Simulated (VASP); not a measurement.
# CaPd3 (I4/mmm) in VASP: single point with PBE

Aim: the single point of CaPd3 with PBE.

Everything below comes from runs of VASP 6.6.1. Logs are shortened: lines on timing, memory, paths and dates and some standing lists are left out, and cuts for length are marked.

### 1 The cell of the first run

The structure is tetragonal, space group I4/mmm (No. 139). Conventional cell: a = 4.225 Å, b = 4.225 Å, c = 7.955 Å, α = 90.00°, β = 90.00°, γ = 90.00°. Within 3.8 Å of Ca (site symmetry 4/mmm) lie 12 Pd at 2.90 to 2.99 Å. Pd (site symmetry -4m2) has 4 Ca at 2.90 Å and 8 Pd at 2.90 to 2.99 Å within 3.8 Å. Within 3.8 Å of Pd (site symmetry 4/mmm) lie 8 Pd at 2.90 Å and 4 Ca at 2.99 Å.

The cell was generated, and may not be a known phase.

### 2 Single point, PBE

The input, INCAR:

```
SYSTEM = CaPd3
PREC = Accurate ; ENCUT = 520
EDIFF = 1E-6 ; ISMEAR = 0
SIGMA = 0.1 ; LREAL = .False.
LASPH = .True. ; NELM = 60
ALGO = Fast ; ISIF = 2
LWAVE = .False. ; LCHARG = .False.
GGA = PE ; NBANDS = 28
```

The input, KPOINTS:

```
Automatic mesh
0
Gamma
  16 16 16
  0 0 0
```

The input, POSCAR:

```
CaPd3
1.0
   -2.1126796077      2.1126796077      3.9773283486
    2.1126796077     -2.1126796077      3.9773283486
    2.1126796077      2.1126796077     -3.9773283486
Ca Pd
1 3
Direct
    0.0000000000      0.0000000000      0.0000000000
    0.7500000000      0.2500000000      0.5000000000
    0.2500000000      0.7500000000      0.5000000000
    0.5000000000      0.5000000000      0.0000000000
```

Potentials or basis: VASP PAW PBE potentials, release 64 (Ca_sv, Pd).

The run is started by

```console
$ cat potpaw_PBE.64/Ca_sv/POTCAR potpaw_PBE.64/Pd/POTCAR > POTCAR
$ mpirun -np 1 vasp_std > vasp.out
```

OUTCAR:

```text
SYSTEM = CaPd3
   PREC = Accurate
   ENCUT = 520
   EDIFF = 1E-6
   ISMEAR = 0
   LREAL = .False.
   LASPH = .True.
   NELM = 60
   ISIF = 2
   GGA = PE

 ion  position               nearest neighbor table
   1  0.000  0.000  0.000-   2 2.90   3 2.90   2 2.90   3 2.90   2 2.90   3 2.90   2 2.90   3 2.90
                             4 2.99   4 2.99   4 2.99   4 2.99
   2  0.750  0.250  0.500-   4 2.90   1 2.90   4 2.90   1 2.90   1 2.90   4 2.90   1 2.90   4 2.90
                             3 2.99   3 2.99   3 2.99   3 2.99
   3  0.250  0.750  0.500-   1 2.90   4 2.90   1 2.90   4 2.90   1 2.90   4 2.90   1 2.90   4 2.90
                             2 2.99   2 2.99   2 2.99   2 2.99
   4  0.500  0.500  0.000-   3 2.90   2 2.90   3 2.90   2 2.90   2 2.90   3 2.90   2 2.90   3 2.90
                             1 2.99   1 2.99   1 2.99   1 2.99

  LATTYP: Found a body centered tetragonal cell.
 ALAT       =     4.2253592154
 C/A-ratio  =     1.8825989204

  Lattice vectors:

 A1 = (  -2.1126796077,   2.1126796077,   3.9773283486)
 A2 = (   2.1126796077,  -2.1126796077,   3.9773283486)
 A3 = (   2.1126796077,   2.1126796077,  -3.9773283486)

Analysis of symmetry for initial positions (statically):
=====================================================================
 Subroutine PRICEL returns:
 Original cell was already a primitive cell.

 Routine SETGRP: Setting up the symmetry group for a
 body centered tetragonal supercell.

 Subroutine GETGRP returns: Found 16 space group operations
 (whereof 16 operations were pure point group operations)
 out of a pool of 16 trial point group operations.

The static configuration has the point symmetry D_4h.

Analysis of symmetry for dynamics (positions and initial velocities):
=====================================================================
 Subroutine PRICEL returns:
 Original cell was already a primitive cell.

 Routine SETGRP: Setting up the symmetry group for a
 body centered tetragonal supercell.

 Subroutine GETGRP returns: Found 16 space group operations
 (whereof 16 operations were pure point group operations)
 out of a pool of 16 trial point group operations.

The dynamic configuration has the point symmetry D_4h.

 Subroutine INISYM returns: Found 16 space group operations
 (whereof 16 operations are pure point group operations),
 and found     1 'primitive' translations

----------------------------------------------------------------------------------------

                                     Primitive cell

  volume of cell :      71.0099

  direct lattice vectors                    reciprocal lattice vectors
    -2.112679608  2.112679608  3.977328349     0.000000000  0.236666269  0.125712528
     2.112679608 -2.112679608  3.977328349     0.236666269  0.000000000  0.125712528
     2.112679608  2.112679608 -3.977328349     0.236666269  0.236666269  0.000000000

  length of vectors
     4.974532244  4.974532244  4.974532244     0.267982392  0.267982392  0.334696647

  position of ions in fractional coordinates (direct lattice)
     0.000000000  0.000000000  0.000000000
     0.750000000  0.250000000  0.500000000
     0.250000000  0.750000000  0.500000000
     0.500000000  0.500000000  0.000000000

  ion indices of the primitive-cell ions
   primitive index   ion index
                 1           1
                 2           2
                 3           3
                 4           4

----------------------------------------------------------------------------------------

 KPOINTS: Automatic mesh

Automatic generation of k-mesh.
 Grid dimensions read from file:
 generate k-points for:   16   16   16

 Generating k-lattice:

  Cartesian coordinates                     Fractional coordinates (reciprocal lattice)
     0.000000000  0.014791642  0.007857033     0.062500000  0.000000000 -0.000000000
     0.014791642  0.000000000  0.007857033     0.000000000  0.062500000 -0.000000000
     0.014791642  0.014791642  0.000000000     0.000000000  0.000000000  0.062500000

  Length of vectors
     0.016748899  0.016748899  0.020918540

  Shift w.r.t. Gamma in fractional coordinates (k-lattice)
     0.000000000  0.000000000  0.000000000

 Subroutine IBZKPT returns following result:
 ===========================================

 Found    349 irreducible k-points:

 Following reciprocal coordinates:
            Coordinates               Weight
  0.000000  0.000000  0.000000      1.000000
  0.062500 -0.000000  0.000000      8.000000
  0.125000 -0.000000  0.000000      8.000000
  0.187500  0.000000 -0.000000      8.000000
  0.250000 -0.000000  0.000000      8.000000
  0.312500  0.000000  0.000000      8.000000
[... 16 lines left out ...]
 -0.125000  0.062500 -0.000000     16.000000
 -0.062500  0.062500  0.000000      4.000000
 [... further k-points ...]
   k-points           NKPTS =    349   k-points in BZ     NKDIM =    349   number of bands    NBANDS=     28
   number of dos      NEDOS =    301   number of ions     NIONS =      4
   total plane-waves  NPLWV =  64000
   dimension x,y,z NGX =    40 NGY =   40 NGZ =   40
   dimension x,y,z NGXF=    80 NGYF=   80 NGZF=   80
   ions per type =               1   3
   NGX,Y,Z   is equivalent  to a cutoff of  13.37, 13.37, 13.37 a.u.
   NGXF,Y,Z  is equivalent  to a cutoff of  26.74, 26.74, 26.74 a.u.
 SYSTEM =  CaPd3
   PREC   = accura    normal or accurate (medium, high low for compatibility)
   ISTART =      0    job   : 0-new  1-cont  2-samecut
   ICHARG =      2    charge: 1-file 2-atom 10-const
   ISPIN  =      1    spin polarized calculation?
   LNONCOLLINEAR =      F non collinear calculations
   LSORBIT =      F    spin-orbit coupling
   LASPH  =      T    aspherical Exc in radial PAW
   ENCUT  =  520.0 eV  38.22 Ry    6.18 a.u.   9.25  9.25  9.25*2*pi/ulx,y,z
   NELM   =     60;   NELMIN=  2; NELMDL= -5     # of ELM steps
   EDIFF  = 0.1E-05   stopping-criterion for ELM
   LREAL  =      F    real-space projection
   EDIFFG = 0.1E-04   stopping-criterion for IOM
   NSW    =      0    number of steps for IOM
   IBRION =     -1    ionic relax: 0-MD 1-quasi-New 2-CG
   NFREE  =      0    steps in history (QN), initial steepest desc. (CG)
   ISIF   =      2    stress and relaxation
   ISYM   =      2    0-nonsym 1-usesym 2-fastsym
   POTIM  = 0.5000    time-step for ionic-motion
   TEBEG  =    0.0;   TEEND  =   0.0 temperature during run
   PSTRESS=    0.0 pullay stress
   NELECT =      40.0000    total number of electrons
   NUPDOWN=      -1.0000    fix difference up-down
   EMIN   =  10.00;   EMAX   =-10.00  energy-range for DOS
   EFERMI =   0.00;   METHOD = LEGACY
   ISMEAR =     0;   SIGMA  =   0.10  broadening in eV -4-tet -1-fermi 0-gaus
   EFERMI_NEDOS =   21; number of points for ismear=-14 and -15
   IALGO  =     68    algorithm
   IMIX   =      4    mixing-type and parameters
     AMIX     =   0.40;   BMIX     =  1.00
     AMIX_MAG =   1.60;   BMIX_MAG =  1.00
  volume/ion in A,a.u.               =      17.75       119.80
  Fermi-wavevector in a.u.,A,eV,Ry     =   1.352037  2.554980 24.871506  1.828004
  Thomas-Fermi vector in A             =   2.479409
   LORBIT       =      0    0 simple, 1 ext, 2 COOP (PROOUT), +10 PAW based schemes
   GGA     = PE    functional components
   LHFCALC =     F    Hartree Fock is set to
   AEXX    =    0.0000 exact exchange contribution
   IVDW    =     0    specifies the selected vdW correction
   LEPSILON=     F    determine dielectric tensor
   LRPA    =     F    only Hartree local field effects (RPA)
 non-spin polarized calculation
 RMM-DIIS sequential band-by-band and
 Gauss-broadening in eV      SIGMA  =   0.10
  energy-cutoff  :      520.00
  volume of cell :       71.01
 maximum number of plane-waves:      1924
 NGX is ok and might be reduce to    40
   NGX = 19   NGY = 19   NGZ = 19

 number of electron      40.0000000 magnetization

 Free energy of the ion-electron system (eV)
  ---------------------------------------------------
  ext. energy  EPLUGINS =         0.00000000
  ---------------------------------------------------
  free energy    TOTEN  =       -19.40876014 eV

  energy without entropy =      -19.40323988  energy(sigma->0) =      -19.40600001

 E-fermi :   6.9514     XC(G=0): -11.7387

 val. band max:        6.9469535629   @ k =  -0.3750   0.4375   0.3750
 cond. band min:       6.9524779773   @ k =   0.3750   0.1250   0.1250
 fundamental gap:      0.0055244144
 Fermi energy:         6.9513844679

 k-point     1 :       0.0000    0.0000    0.0000
  band No.  band energies     occupation
      1     -32.6259      2.00000
      2     -13.7405      2.00000
      3     -13.7202      2.00000
      4     -13.7202      2.00000
      5       1.2624      2.00000
      6       3.0132      2.00000
[... 20 lines left out ...]
     27      14.8874      0.00000
     28      15.4268      0.00000

 k-point     2 :       0.0625   -0.0000    0.0000
  band No.  band energies     occupation
      1     -32.6258      2.00000
      2     -13.7408      2.00000
      3     -13.7222      2.00000
      4     -13.7203      2.00000
      5       1.3154      2.00000
      6       3.0407      2.00000
[... 20 lines left out ...]
     27      14.9651      0.00000
     28      15.1870      0.00000

 k-point     3 :       0.1250   -0.0000    0.0000
  band No.  band energies     occupation
      1     -32.6254      2.00000
      2     -13.7416      2.00000
      3     -13.7278      2.00000
      4     -13.7206      2.00000
      5       1.4716      2.00000
      6       3.1210      2.00000
[... 20 lines left out ...]
     27      14.6857      0.00000
     28      15.1434      0.00000

 k-point     4 :       0.1875    0.0000   -0.0000
  band No.  band energies     occupation
      1     -32.6249      2.00000
      2     -13.7433      2.00000
      3     -13.7356      2.00000
      4     -13.7210      2.00000
      5       1.7230      2.00000
      6       3.2473      2.00000
[... 578 lines left out ...]
     27      14.3467      0.00000
     28      15.1801      0.00000

 k-point    23 :      -0.1250    0.0625   -0.0000
  band No.  band energies     occupation
      1     -32.6253      2.00000
      2     -13.7410      2.00000
      3     -13.7285      2.00000
      4     -13.7220      2.00000
      5       1.4780      2.00000
      6       3.1247      2.00000
[... 20 lines left out ...]
     27      14.8786      0.00000
     28      15.1650      0.00000

 k-point    24 :      -0.0625    0.0625    0.0000
  band No.  band energies     occupation
      1     -32.6257      2.00000
      2     -13.7406      2.00000
      3     -13.7233      2.00000
      4     -13.7213      2.00000
      5       1.3449      2.00000
      6       3.0570      2.00000
[... 20 lines left out ...]
     27      15.0324      0.00000
     28      15.3786      0.00000

 [... further k-points ...]

------------------------ aborting loop because EDIFF is reached ----------------------------------------

  FORCE on cell =-STRESS in cart. coord.  units (eV):
  Direction    XX          YY          ZZ          XY          YZ          ZX
  --------------------------------------------------------------------------------------
  -------------------------------------------------------------------------------------
  Total        0.0477282      0.0477282      0.0490906      0.0000000      0.0000000      0.0000000
  in kB        1.0768779      1.0768779      1.1076184      0.0000000      0.0000000      0.0000000
  external PRESSURE =       1.0871247 kB  Pullay stress =       0.0000000 kB

 VOLUME and BASIS-vectors are now :
 -----------------------------------------------------------------------------
  energy-cutoff  :      520.00
  volume of cell :       71.01
      direct lattice vectors                 reciprocal lattice vectors
    -2.112679608  2.112679608  3.977328349     0.000000000  0.236666269  0.125712528
     2.112679608 -2.112679608  3.977328349     0.236666269  0.000000000  0.125712528
     2.112679608  2.112679608 -3.977328349     0.236666269  0.236666269  0.000000000

 POSITION                                       TOTAL-FORCE (eV/Angst)
 -----------------------------------------------------------------------------------
      0.00000      0.00000      0.00000         0.000000      0.000000     -0.000000
      0.00000      2.11268      1.98866        -0.000000      0.000000      0.000000
      2.11268      0.00000      1.98866         0.000000     -0.000000     -0.000000
      0.00000      0.00000      3.97733         0.000000      0.000000     -0.000000
 -----------------------------------------------------------------------------------
    total drift:                               -0.000000     -0.000000      0.000000

  FREE ENERGIE OF THE ION-ELECTRON SYSTEM (eV)
  ---------------------------------------------------
  free  energy   TOTEN  =       -19.4087601358 eV

  energy  without entropy=      -19.4032398815  energy(sigma->0) =      -19.40600001
```

Run time: 25 min. Hardware: 1 thread of Oxide Virtual Turin-like, shared host; peak memory 0.68 GiB.

What came out:

| Quantity | Value |
| --- | --- |
| Free energy | -19.4088 eV |
| Pressure | 0.1 GPa |
| Band gap on the k mesh | zero (bands 20 and 21 overlap by 0.56 eV) |

Levels at points of the mesh, in eV from the Fermi level:
```tsv
k point	band 17	band 18	band 19	band 20	band 21	band 22	band 23	band 24
(0.00, 0.00, 0.00)	-1.11	-0.94	-0.77	-0.04	3.90	3.91	3.91	4.36
(0.50, 0.00, 0.00)	-1.25	-1.12	-1.06	-0.37	0.21	2.06	3.61	5.18
(0.50, 0.50, 0.00)	-1.22	-0.65	-0.43	-0.26	1.46	1.76	1.79	2.92
(0.50, 0.50, 0.50)	-0.53	-0.48	-0.48	-0.40	-0.05	3.31	3.31	4.16
```
